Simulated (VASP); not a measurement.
The system is NaH.

```xyz
2
Lattice="0.0000 2.4400 2.4400 2.4400 0.0000 2.4400 2.4400 2.4400 0.0000" Properties=species:S:1:pos:R:3 pbc="T T T"
Na    0.0000    0.0000    0.0000
H     2.4400    2.4400    2.4400
```

Base run:

| Property | Result |
| --- | --- |
| Program | VASP 6.6.1 |
| Functional | PBE |
| Potentials or basis | VASP PAW PBE potentials, release 64 (Na_pv, H) |
| Cutoff | 520 eV |
| k mesh | 13 × 13 × 13 |
| Occupations | fermi-dirac, width 0.02 eV |
| Spin | no spin polarisation |

Its results: band gap on the k mesh 3.86 eV, indirect (least direct gap 4.62 eV); pressure -0.7 GPa.

Q: After a change of settings the same cell gave: band gap on the k mesh 4.01 eV, indirect (least direct gap 4.70 eV); pressure -0.7 GPa. Which change was it?
A. k mesh from 13 × 13 × 13 to 4 × 4 × 4; further incar settings from ALGO = Normal; EDIFF = 1e-08; NBANDS = 11 to ALGO = Normal; EDIFF = 1e-06; NBANDS = 11
B. k mesh from 13 × 13 × 13 to 3 × 3 × 3; further incar settings from ALGO = Normal; EDIFF = 1e-08; NBANDS = 11 to ALGO = Normal; EDIFF = 1e-06; NBANDS = 11
C. k mesh from 13 × 13 × 13 to 9 × 9 × 9
D. k mesh from 13 × 13 × 13 to 7 × 7 × 7; further incar settings from ALGO = Normal; EDIFF = 1e-08; NBANDS = 11 to ALGO = Normal; EDIFF = 1e-06; NBANDS = 11

A: C.
